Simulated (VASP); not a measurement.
# CdTe (F-43m) in VASP: further runs, part 2 of 2

VASP 6.6.1.

## 4. Band structure, r2SCAN

Contents of INCAR:

```
SYSTEM = CdTe
  ALGO = Normal
  EDIFF = 1E-6
  EFERMI = MIDGAP
  ENCUT = 550
  GGA_COMPAT = .False.
  ISMEAR = 0
  LASPH = .True.
  LCHARG = .False.
  LMIXTAU = .True.
  LREAL = .False.
  LWAVE = .False.
  METAGGA = R2SCAN
  NBANDS = 21
  NELM = 120
  PREC = Accurate
  SIGMA = 0.03
```

Contents of KPOINTS:

```
Automatic mesh
0
Gamma
  8 8 8
  0 0 0
```

Contents of KPOINTS_OPT:

```
path GXWKGLUWLK,UX
32
line-mode
reciprocal
 0.0000000000  0.0000000000  0.0000000000  G
 0.5000000000  0.0000000000  0.5000000000  X

 0.5000000000  0.0000000000  0.5000000000  X
 0.5000000000  0.2500000000  0.7500000000  W

 0.5000000000  0.2500000000  0.7500000000  W
 0.3750000000  0.3750000000  0.7500000000  K

 0.3750000000  0.3750000000  0.7500000000  K
 0.0000000000  0.0000000000  0.0000000000  G

 0.0000000000  0.0000000000  0.0000000000  G
 0.5000000000  0.5000000000  0.5000000000  L

 0.5000000000  0.5000000000  0.5000000000  L
 0.6250000000  0.2500000000  0.6250000000  U

 0.6250000000  0.2500000000  0.6250000000  U
 0.5000000000  0.2500000000  0.7500000000  W

 0.5000000000  0.2500000000  0.7500000000  W
 0.5000000000  0.5000000000  0.5000000000  L

 0.5000000000  0.5000000000  0.5000000000  L
 0.3750000000  0.3750000000  0.7500000000  K

 0.6250000000  0.2500000000  0.6250000000  U
 0.5000000000  0.0000000000  0.5000000000  X
```

Contents of POSCAR:

```
CdTe
1.0
    0.0000000000      3.2050000000      3.2050000000
    3.2050000000      0.0000000000      3.2050000000
    3.2050000000      3.2050000000      0.0000000000
Te Cd
1 1
Direct
    0.7500000000      0.7500000000      0.7500000000
    0.0000000000      0.0000000000      0.0000000000
```

Launch:

```console
$ cat potpaw_PBE.64/Te/POTCAR potpaw_PBE.64/Cd/POTCAR > POTCAR
$ mpirun -np 1 vasp_std > vasp.out
```

Run time: 30 min. Hardware: 1 thread of AMD EPYC 7R43 (Zen 3), shared host; peak memory 0.2 GiB.

Results (log left out):

- Free energy: -46.5978 eV
- Pressure: 3.3 GPa
- Band gap on the k mesh: 1.38 eV
- Band gap along the path: 1.38 eV

Levels at the corners of the path, in eV from the valence-band top:
| point | band 5 | band 6 | band 7 | band 8 | band 9 | band 10 | band 11 | band 12 | band 13 | band 14 |
| --- | --- | --- | --- | --- | --- | --- | --- | --- | --- | --- |
| Γ | -8.37 | -8.37 | 0.00 | 0.00 | 0.00 | 1.38 | 5.00 | 5.00 | 5.00 | 8.00 |
| X | -8.33 | -7.80 | -4.53 | -2.03 | -2.03 | 2.80 | 2.97 | 9.67 | 9.99 | 9.99 |
| X | -8.33 | -7.80 | -4.53 | -2.03 | -2.03 | 2.80 | 2.97 | 9.67 | 9.99 | 9.99 |
| W | -8.37 | -7.71 | -4.39 | -2.53 | -2.39 | 4.79 | 4.94 | 6.13 | 6.68 | 10.59 |
| W | -8.37 | -7.71 | -4.39 | -2.53 | -2.39 | 4.79 | 4.94 | 6.13 | 6.68 | 10.59 |
| K | -8.35 | -7.75 | -4.42 | -2.78 | -1.68 | 3.19 | 4.92 | 7.91 | 8.05 | 8.55 |
| K | -8.35 | -7.75 | -4.42 | -2.78 | -1.68 | 3.19 | 4.92 | 7.91 | 8.05 | 8.55 |
| Γ | -8.37 | -8.37 | 0.00 | 0.00 | 0.00 | 1.38 | 5.00 | 5.00 | 5.00 | 8.00 |
| Γ | -8.37 | -8.37 | 0.00 | 0.00 | 0.00 | 1.38 | 5.00 | 5.00 | 5.00 | 8.00 |
| L | -8.36 | -7.97 | -4.70 | -0.84 | -0.84 | 2.27 | 5.57 | 5.57 | 7.44 | 9.39 |
| L | -8.36 | -7.97 | -4.70 | -0.84 | -0.84 | 2.27 | 5.57 | 5.57 | 7.44 | 9.39 |
| U | -8.35 | -7.75 | -4.42 | -2.78 | -1.68 | 3.19 | 4.92 | 7.91 | 8.05 | 8.55 |
| U | -8.35 | -7.75 | -4.42 | -2.78 | -1.68 | 3.19 | 4.92 | 7.91 | 8.05 | 8.55 |
| W | -8.37 | -7.71 | -4.39 | -2.53 | -2.39 | 4.79 | 4.94 | 6.13 | 6.68 | 10.59 |
| W | -8.37 | -7.71 | -4.39 | -2.53 | -2.39 | 4.79 | 4.94 | 6.13 | 6.68 | 10.59 |
| L | -8.36 | -7.97 | -4.70 | -0.84 | -0.84 | 2.27 | 5.57 | 5.57 | 7.44 | 9.39 |
| L | -8.36 | -7.97 | -4.70 | -0.84 | -0.84 | 2.27 | 5.57 | 5.57 | 7.44 | 9.39 |
| K | -8.35 | -7.75 | -4.42 | -2.78 | -1.68 | 3.19 | 4.92 | 7.91 | 8.05 | 8.55 |
| U | -8.35 | -7.75 | -4.42 | -2.78 | -1.68 | 3.19 | 4.92 | 7.91 | 8.05 | 8.55 |
| X | -8.33 | -7.80 | -4.53 | -2.03 | -2.03 | 2.80 | 2.97 | 9.67 | 9.99 | 9.99 |

Caveat: the cell stands under pressure; the PAW data sets were made with another functional, which shifts forces and pressure a little; spin-orbit coupling is left out, which moves the levels of the heavy elements. r2SCAN opens gaps a little over a GGA but as a rule still falls short of measured ones.

## 5. Band structure, LDA, non-collinear spin, zero start, spin-orbit coupling

POSCAR is that of step 4.

Contents of INCAR.step1:

```
SYSTEM = CdTe
  ALGO = Normal
  EDIFF = 1E-7
  EFERMI = MIDGAP
  ENCUT = 550
  GGA = CA
  GGA_COMPAT = .False.
  ISMEAR = 0
  LASPH = .True.
  LCHARG = .True.
  LORBIT = 11
  LREAL = .False.
  LSORBIT = .True.
  LWAVE = .False.
  MAGMOM = 0 0 0 0 0 0
  NBANDS = 62
  NELM = 200
  PREC = Accurate
  SIGMA = 0.03
```

Contents of KPOINTS.step1:

```
Automatic mesh
0
Gamma
  8 8 8
  0 0 0
```

Contents of INCAR.step2:

```
SYSTEM = CdTe
  ALGO = Normal
  EDIFF = 1E-7
  EFERMI = MIDGAP
  ENCUT = 550
  GGA = CA
  GGA_COMPAT = .False.
  ICHARG = 11
  ISMEAR = 0
  LASPH = .True.
  LCHARG = .False.
  LORBIT = 11
  LREAL = .False.
  LSORBIT = .True.
  LWAVE = .False.
  MAGMOM = 0 0 0 0 0 0
  NBANDS = 62
  NELM = 200
  PREC = Accurate
  SIGMA = 0.03
```

Contents of KPOINTS.step2:

```
path GXWKGLUWLK,UX
32
line-mode
reciprocal
 0.0000000000  0.0000000000  0.0000000000  G
 0.5000000000  0.0000000000  0.5000000000  X

 0.5000000000  0.0000000000  0.5000000000  X
 0.5000000000  0.2500000000  0.7500000000  W

 0.5000000000  0.2500000000  0.7500000000  W
 0.3750000000  0.3750000000  0.7500000000  K

 0.3750000000  0.3750000000  0.7500000000  K
 0.0000000000  0.0000000000  0.0000000000  G

 0.0000000000  0.0000000000  0.0000000000  G
 0.5000000000  0.5000000000  0.5000000000  L

 0.5000000000  0.5000000000  0.5000000000  L
 0.6250000000  0.2500000000  0.6250000000  U

 0.6250000000  0.2500000000  0.6250000000  U
 0.5000000000  0.2500000000  0.7500000000  W

 0.5000000000  0.2500000000  0.7500000000  W
 0.5000000000  0.5000000000  0.5000000000  L

 0.5000000000  0.5000000000  0.5000000000  L
 0.3750000000  0.3750000000  0.7500000000  K

 0.6250000000  0.2500000000  0.6250000000  U
 0.5000000000  0.0000000000  0.5000000000  X
```

Potentials or basis: VASP PAW LDA potentials, release 64 (Te, Cd).

Launch:

```console
$ cat potpaw_LDA.64/Te/POTCAR potpaw_LDA.64/Cd/POTCAR > POTCAR
$ cp INCAR.step1 INCAR
$ cp KPOINTS.step1 KPOINTS
$ mpirun -np 1 vasp_ncl > vasp.out
$ cp INCAR.step2 INCAR
$ cp KPOINTS.step2 KPOINTS
$ mpirun -np 1 vasp_ncl > vasp.out
```

Run time: 28 min. Hardware: 1 thread of Intel Xeon Platinum 8488C (Sapphire Rapids), shared host; peak memory 1.6 GiB.

The run converged. Its results:

* Net moment: 0.00 μB per cell

Moments on the atoms (μB; x, y, z):
```
Te  0.00 0.00 0.00
Cd  0.00 0.00 0.00
```

Caveat: the log is that of the step along the path at fixed density, whose energy, stress, charges and moments have no meaning.

## 6. Overview

```tsv
task	level	potentials or basis	spin	k mesh	cutoff (eV)	smearing	dipole correction	tolerance level	purpose	route	gap on the mesh (eV)	pressure (GPa)
dielectric tensor	PBE	VASP PAW PBE potentials, release 64 (Te, Cd)	off	7 × 7 × 7	520	gaussian 0.01 eV	no	-	-	-	0.87	-
band structure	r2SCAN	VASP PAW PBE potentials, release 64 (Te, Cd)	off	5 × 5 × 5	320	gaussian 0.03 eV	-	standard	bands	KPOINTS_OPT	1.37	3.3
band structure	r2SCAN	VASP PAW PBE potentials, release 64 (Te, Cd)	off	8 × 8 × 8	550	gaussian 0.03 eV	-	standard	bands	KPOINTS_OPT	1.38	3.3
band structure	LDA	VASP PAW LDA potentials, release 64 (Te, Cd)	non-collinear, zero start, SOC	8 × 8 × 8	550	gaussian 0.03 eV	-	standard	bands	fixed density (ICHARG 11)	-	-
```

Alike in all rows: cell as given.

Caveats: spin-orbit coupling is left out, which moves the levels of the heavy elements (at least some runs); the cell stands under pressure (at least some runs); the PAW data sets were made with another functional, which shifts forces and pressure a little (at least some runs); the cutoff is under 1.25 times the usual one of these potentials, so pressure, stress and relaxed cells hold a basis-set (Pulay) error (at least some runs).

Absolute energies hang on the potentials; compare differences alone.
